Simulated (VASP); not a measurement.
# TaN (rocksalt type) (Fm-3m) in VASP: notebook

TaN (rocksalt type) is run at these levels: PBEsol; tasks: single point.

All numbers are computed with VASP 6.6.1; they aren't measurements. Logs are shortened: lines on timing, memory, paths and dates and some standing lists are left out, and cuts for length are marked.

### Step 1. The cell of the first run

The structure is cubic, space group Fm-3m (No. 225). Conventional cell: a = 4.062 Å, b = 4.062 Å, c = 4.062 Å, α = 90.00°, β = 90.00°, γ = 90.00°. Within 2.7 Å of Ta (site symmetry m-3m) lie 6 N at 2.03 Å. N (site symmetry m-3m) has 6 Ta at 2.03 Å within 2.7 Å.

### Step 2. Single point, PBEsol

INCAR

```
SYSTEM = TaN
PREC = Accurate ; ENCUT = 520
EDIFF = 1E-6 ; ISMEAR = -1
SIGMA = 0.08 ; LREAL = .FALSE.
LASPH = .TRUE. ; NELM = 80
ALGO = Normal ; ISIF = 2
LWAVE = .FALSE. ; LCHARG = .FALSE.
GGA = PS ; NBANDS = 15
```

KPOINTS

```
regular mesh
0
G
  15 15 15
  0 0 0
```

POSCAR

```
TaN
1.0
    0.0000000000      2.0309690777      2.0309690777
    2.0309690777      0.0000000000      2.0309690777
    2.0309690777      2.0309690777      0.0000000000
Ta N
1 1
Direct
    0.0000000000      0.0000000000      0.0000000000
    0.5000000000      0.5000000000      0.5000000000
```

Potentials or basis: VASP PAW PBE potentials, release 64 (Ta_pv, N).

Started as:

```
$ cat potpaw_PBE.64/Ta_pv/POTCAR potpaw_PBE.64/N/POTCAR > POTCAR
$ mpirun -np 1 vasp_std > vasp.out
```

OUTCAR:

```text
SYSTEM = TaN
   PREC = Accurate
   ENCUT = 520
   EDIFF = 1E-6
   ISMEAR = -1
   LREAL = .FALSE.
   LASPH = .TRUE.
   NELM = 80
   ISIF = 2
   GGA = PS

 ion  position               nearest neighbor table
   1  0.000  0.000  0.000-   2 2.03   2 2.03   2 2.03   2 2.03   2 2.03   2 2.03
   2  0.500  0.500  0.500-   1 2.03   1 2.03   1 2.03   1 2.03   1 2.03   1 2.03

  LATTYP: Found a face centered cubic cell.
 ALAT       =     4.0619381554

  Lattice vectors:

 A1 = (   0.0000000000,   2.0309690777,   2.0309690777)
 A2 = (   2.0309690777,   0.0000000000,   2.0309690777)
 A3 = (   2.0309690777,   2.0309690777,   0.0000000000)

Analysis of symmetry for initial positions (statically):
=====================================================================
 Subroutine PRICEL returns:
 Original cell was already a primitive cell.

 Routine SETGRP: Setting up the symmetry group for a
 face centered cubic supercell.

 Subroutine GETGRP returns: Found 48 space group operations
 (whereof 48 operations were pure point group operations)
 out of a pool of 48 trial point group operations.

The static configuration has the point symmetry O_h .

Analysis of symmetry for dynamics (positions and initial velocities):
=====================================================================
 Subroutine PRICEL returns:
 Original cell was already a primitive cell.

 Routine SETGRP: Setting up the symmetry group for a
 face centered cubic supercell.

 Subroutine GETGRP returns: Found 48 space group operations
 (whereof 48 operations were pure point group operations)
 out of a pool of 48 trial point group operations.

The dynamic configuration has the point symmetry O_h .

 Subroutine INISYM returns: Found 48 space group operations
 (whereof 48 operations are pure point group operations),
 and found     1 'primitive' translations

----------------------------------------------------------------------------------------

                                     Primitive cell

  volume of cell :      16.7548

  direct lattice vectors                    reciprocal lattice vectors
     0.000000000  2.030969078  2.030969078    -0.246187894  0.246187894  0.246187894
     2.030969078  0.000000000  2.030969078     0.246187894 -0.246187894  0.246187894
     2.030969078  2.030969078  0.000000000     0.246187894  0.246187894 -0.246187894

  length of vectors
     2.872224014  2.872224014  2.872224014     0.426409941  0.426409941  0.426409941

  position of ions in fractional coordinates (direct lattice)
     0.000000000  0.000000000  0.000000000
     0.500000000  0.500000000  0.500000000

  ion indices of the primitive-cell ions
   primitive index   ion index
                 1           1
                 2           2

----------------------------------------------------------------------------------------

 KPOINTS: regular mesh

Automatic generation of k-mesh.
 Grid dimensions read from file:
 generate k-points for:   15   15   15

 Generating k-lattice:

  Cartesian coordinates                     Fractional coordinates (reciprocal lattice)
    -0.016412526  0.016412526  0.016412526     0.066666667  0.000000000  0.000000000
     0.016412526 -0.016412526  0.016412526     0.000000000  0.066666667  0.000000000
     0.016412526  0.016412526 -0.016412526     0.000000000  0.000000000  0.066666667

  Length of vectors
     0.028427329  0.028427329  0.028427329

  Shift w.r.t. Gamma in fractional coordinates (k-lattice)
     0.000000000  0.000000000  0.000000000

 Subroutine IBZKPT returns following result:
 ===========================================

 Found    120 irreducible k-points:

 Following reciprocal coordinates:
            Coordinates               Weight
  0.000000  0.000000  0.000000      1.000000
  0.066667  0.000000  0.000000      8.000000
  0.133333  0.000000  0.000000      8.000000
  0.200000  0.000000  0.000000      8.000000
  0.266667  0.000000  0.000000      8.000000
  0.333333  0.000000  0.000000      8.000000
[... 16 lines left out ...]
  0.133333  0.133333  0.000000      6.000000
  0.200000  0.133333  0.000000     24.000000
 [... further k-points ...]
   k-points           NKPTS =    120   k-points in BZ     NKDIM =    120   number of bands    NBANDS=     15
   number of dos      NEDOS =    301   number of ions     NIONS =      2
   total plane-waves  NPLWV =  13824
   dimension x,y,z NGX =    24 NGY =   24 NGZ =   24
   dimension x,y,z NGXF=    48 NGYF=   48 NGZF=   48
   ions per type =               1   1
   NGX,Y,Z   is equivalent  to a cutoff of  13.89, 13.89, 13.89 a.u.
   NGXF,Y,Z  is equivalent  to a cutoff of  27.78, 27.78, 27.78 a.u.
 SYSTEM =  TaN
   PREC   = accura    normal or accurate (medium, high low for compatibility)
   ISTART =      0    job   : 0-new  1-cont  2-samecut
   ICHARG =      2    charge: 1-file 2-atom 10-const
   ISPIN  =      1    spin polarized calculation?
   LNONCOLLINEAR =      F non collinear calculations
   LSORBIT =      F    spin-orbit coupling
   LASPH  =      T    aspherical Exc in radial PAW
   ENCUT  =  520.0 eV  38.22 Ry    6.18 a.u.   5.34  5.34  5.34*2*pi/ulx,y,z
   NELM   =     80;   NELMIN=  2; NELMDL= -5     # of ELM steps
   EDIFF  = 0.1E-05   stopping-criterion for ELM
   LREAL  =      F    real-space projection
   EDIFFG = 0.1E-04   stopping-criterion for IOM
   NSW    =      0    number of steps for IOM
   IBRION =     -1    ionic relax: 0-MD 1-quasi-New 2-CG
   NFREE  =      0    steps in history (QN), initial steepest desc. (CG)
   ISIF   =      2    stress and relaxation
   ISYM   =      2    0-nonsym 1-usesym 2-fastsym
   POTIM  = 0.5000    time-step for ionic-motion
   TEBEG  =    0.0;   TEEND  =   0.0 temperature during run
   PSTRESS=    0.0 pullay stress
   NELECT =      16.0000    total number of electrons
   NUPDOWN=      -1.0000    fix difference up-down
   EMIN   =  10.00;   EMAX   =-10.00  energy-range for DOS
   EFERMI =   0.00;   METHOD = LEGACY
   ISMEAR =    -1;   SIGMA  =   0.08  broadening in eV -4-tet -1-fermi 0-gaus
   EFERMI_NEDOS =   21; number of points for ismear=-14 and -15
   IALGO  =     38    algorithm
   IMIX   =      4    mixing-type and parameters
     AMIX     =   0.40;   BMIX     =  1.00
     AMIX_MAG =   1.60;   BMIX_MAG =  1.00
  volume/ion in A,a.u.               =       8.38        56.53
  Fermi-wavevector in a.u.,A,eV,Ry     =   1.612135  3.046494 35.361277  2.598981
  Thomas-Fermi vector in A             =   2.707414
   LORBIT       =      0    0 simple, 1 ext, 2 COOP (PROOUT), +10 PAW based schemes
   GGA     = PS    functional components
   LHFCALC =     F    Hartree Fock is set to
   AEXX    =    0.0000 exact exchange contribution
   IVDW    =     0    specifies the selected vdW correction
   LEPSILON=     F    determine dielectric tensor
   LRPA    =     F    only Hartree local field effects (RPA)
 non-spin polarized calculation
  energy-cutoff  :      520.00
  volume of cell :       16.75
 maximum number of plane-waves:       463
 NGX is ok and might be reduce to    24
   NGX = 11   NGY = 11   NGZ = 11

 number of electron      16.0000000 magnetization

 Free energy of the ion-electron system (eV)
  ---------------------------------------------------
  ext. energy  EPLUGINS =         0.00000000
  ---------------------------------------------------
  free energy    TOTEN  =       -21.78073189 eV

  energy without entropy =      -21.77046545  energy(sigma->0) =      -21.77559867

 E-fermi :  12.2500     XC(G=0): -14.9461

 val. band max:       12.2437389741   @ k =   0.2667   0.0667   0.0000
 cond. band min:      12.3341941085   @ k =   0.2000   0.1333   0.0000
 fundamental gap:      0.0904551344
 Fermi energy:        12.2499842891

 k-point     1 :       0.0000    0.0000    0.0000
  band No.  band energies     occupation
      1     -22.9599      2.00000
      2     -22.9599      2.00000
      3     -22.9599      2.00000
      4      -8.5166      2.00000
      5       7.8096      2.00000
      6       7.8096      2.00000
      7       7.8096      2.00000
      8       9.3506      2.00000
      9       9.3506      2.00000
     10       9.3506      2.00000
     11      12.3375      0.50195
     12      12.3375      0.50195
     13      16.1942      0.00000
     14      21.7065      0.00000
     15      25.2159      0.00000

 k-point     2 :       0.0667    0.0000    0.0000
  band No.  band energies     occupation
      1     -23.0636      2.00000
      2     -22.9674      2.00000
      3     -22.9674      2.00000
      4      -8.3351      2.00000
      5       7.0910      2.00000
      6       7.2536      2.00000
      7       7.2536      2.00000
      8       9.6010      2.00000
      9       9.6010      2.00000
     10       9.7534      2.00000
     11      12.9689      0.00025
     12      12.9689      0.00025
     13      16.4996      0.00000
     14      22.1636      0.00000
     15      25.2157      0.00000

 k-point     3 :       0.1333    0.0000    0.0000
  band No.  band energies     occupation
      1     -23.3466      2.00000
      2     -22.9884      2.00000
      3     -22.9884      2.00000
      4      -7.8245      2.00000
      5       5.7673      2.00000
      6       6.2049      2.00000
      7       6.2049      2.00000
      8      10.1498      2.00000
      9      10.1498      2.00000
     10      10.2942      2.00000
     11      14.4281      0.00000
     12      14.4281      0.00000
     13      17.2900      0.00000
     14      23.4348      0.00000
     15      25.2149      0.00000

 k-point     4 :       0.2000    0.0000    0.0000
  band No.  band energies     occupation
      1     -23.7387      2.00000
      2     -23.0192      2.00000
      3     -23.0192      2.00000
      4      -7.0681      2.00000
      5       4.3342      2.00000
      6       5.1521      2.00000
      7       5.1521      2.00000
      8      10.8251      2.00000
      9      10.9440      2.00000
     10      10.9440      2.00000
     11      16.2208      0.00000
     12      16.2208      0.00000
     13      18.2746      0.00000
     14      25.1830      0.00000
     15      25.2483      0.00000
[... 307 lines left out ...]
 k-point    22 :      -0.0667    0.0667    0.0000
  band No.  band energies     occupation
      1     -23.2043      2.00000
      2     -23.0193      2.00000
      3     -22.9618      2.00000
      4      -8.0483      2.00000
      5       6.1796      2.00000
      6       6.4250      2.00000
      7       6.9339      2.00000
      8       9.6121      2.00000
      9      10.0134      2.00000
     10      10.4512      2.00000
     11      13.1123      0.00004
     12      14.3259      0.00000
     13      17.0133      0.00000
     14      22.8863      0.00000
     15      25.2153      0.00000

 k-point    23 :       0.1333    0.1333    0.0000
  band No.  band energies     occupation
      1     -23.3225      2.00000
      2     -23.0713      2.00000
      3     -23.0713      2.00000
      4      -7.6628      2.00000
      5       4.5045      2.00000
      6       6.8721      2.00000
      7       6.8721      2.00000
      8       8.2658      2.00000
      9      11.5646      1.99962
     10      11.5646      1.99962
     11      12.7335      0.00473
     12      15.0408      0.00000
     13      18.4245      0.00000
     14      23.9451      0.00000
     15      25.2147      0.00000

 k-point    24 :       0.2000    0.1333    0.0000
  band No.  band energies     occupation
      1     -23.5736      2.00000
      2     -23.1244      2.00000
      3     -23.1027      2.00000
      4      -7.1902      2.00000
      5       3.6015      2.00000
      6       6.1883      2.00000
      7       6.4193      2.00000
      8       8.3051      2.00000
      9      12.1981      1.31342
     10      12.3342      0.51744
     11      13.6359      0.00000
     12      15.8597      0.00000
     13      19.6600      0.00000
     14      25.2126      0.00000
     15      25.2717      0.00000

 [... further k-points ...]

------------------------ aborting loop because EDIFF is reached ----------------------------------------

  FORCE on cell =-STRESS in cart. coord.  units (eV):
  Direction    XX          YY          ZZ          XY          YZ          ZX
  --------------------------------------------------------------------------------------
  -------------------------------------------------------------------------------------
  Total       13.9076429     13.9076429     13.9076429      0.0000000      0.0000000      0.0000000
  in kB     1329.9159157   1329.9159157   1329.9159157      0.0000000      0.0000000      0.0000000
  external PRESSURE =    1329.9159157 kB  Pullay stress =       0.0000000 kB

 VOLUME and BASIS-vectors are now :
 -----------------------------------------------------------------------------
  energy-cutoff  :      520.00
  volume of cell :       16.75
      direct lattice vectors                 reciprocal lattice vectors
     0.000000000  2.030969078  2.030969078    -0.246187894  0.246187894  0.246187894
     2.030969078  0.000000000  2.030969078     0.246187894 -0.246187894  0.246187894
     2.030969078  2.030969078  0.000000000     0.246187894  0.246187894 -0.246187894

 POSITION                                       TOTAL-FORCE (eV/Angst)
 -----------------------------------------------------------------------------------
      0.00000      0.00000      0.00000        -0.000000      0.000000      0.000000
      2.03097      2.03097      2.03097         0.000000     -0.000000     -0.000000
 -----------------------------------------------------------------------------------
    total drift:                                0.000000     -0.000000     -0.000000

  FREE ENERGIE OF THE ION-ELECTRON SYSTEM (eV)
  ---------------------------------------------------
  free  energy   TOTEN  =       -21.7807318932 eV

  energy  without entropy=      -21.7704654526  energy(sigma->0) =      -21.77559867
```

It took 9.6 s on 1 thread of Intel Xeon 6975P-C (Granite Rapids), shared host; peak memory 0.16 GiB.

Results:

```
Free energy            : -21.7807 eV
Pressure               : 133.0 GPa
Band gap on the k mesh : zero (bands 8 and 9 overlap by 5.49 eV)
```

Caveat: the cell stands under pressure; the PAW data sets were made with another functional, which shifts forces and pressure a little; spin-orbit coupling is left out, which moves the levels of the heavy elements.

### Step 3. Single point, PBEsol (9.22 Å³/atom)

This run uses another cell than the first one, of 9.22 Å³/atom.

INCAR

```
ALGO     = Normal         # electronic algorithm
EDIFF    = 1E-7           # SCF threshold, eV
ENCUT    = 520            # plane-wave cutoff, eV
GGA      = PS             # functional
ISIF     = 2              # what is computed and relaxed
ISMEAR   = -1             # smearing method
LASPH    = T              # aspherical terms in the spheres
LCHARG   = F              # write CHGCAR
LREAL    = F              # projectors in reciprocal space
LWAVE    = F              # write WAVECAR
NBANDS   = 15             # bands
NELM     = 60             # most SCF steps
PREC     = Accurate       # precision mode
SIGMA    = 0.08           # smearing width, eV
```

KPOINTS

```
k-points
0
Gamma
  15 15 15
```

POSCAR

```
TaN
1.0
    0.0000000000      2.0965289940      2.0965289940
    2.0965289940      0.0000000000      2.0965289940
    2.0965289940      2.0965289940      0.0000000000
Ta N
1 1
Direct
    0.0000000000      0.0000000000      0.0000000000
    0.5000000000      0.5000000000      0.5000000000
```

Potentials or basis: VASP PAW PBE potentials, release 64 (Ta_pv, N).

Started as:

```
$ cat potpaw_PBE.64/Ta_pv/POTCAR potpaw_PBE.64/N/POTCAR > POTCAR
$ mpirun -np 1 vasp_std > vasp.out
```

It took 12 s on 1 thread of Intel Xeon 6975P-C (Granite Rapids), shared host; peak memory 0.16 GiB.

The run converged. Its results:

- Free energy: -22.7768 eV
- Pressure: 62.4 GPa
- Band gap on the k mesh: zero (bands 8 and 9 overlap by 4.82 eV)

Levels at points of the mesh, in eV from the Fermi level:
```tsv
k point	band 6	band 7	band 8	band 9	band 10	band 11
(0.00, 0.00, 0.00)	-4.19	-4.19	-2.56	-2.56	-2.56	0.06
```

Caveat: the cell stands under pressure; the PAW data sets were made with another functional, which shifts forces and pressure a little; spin-orbit coupling is left out, which moves the levels of the heavy elements.
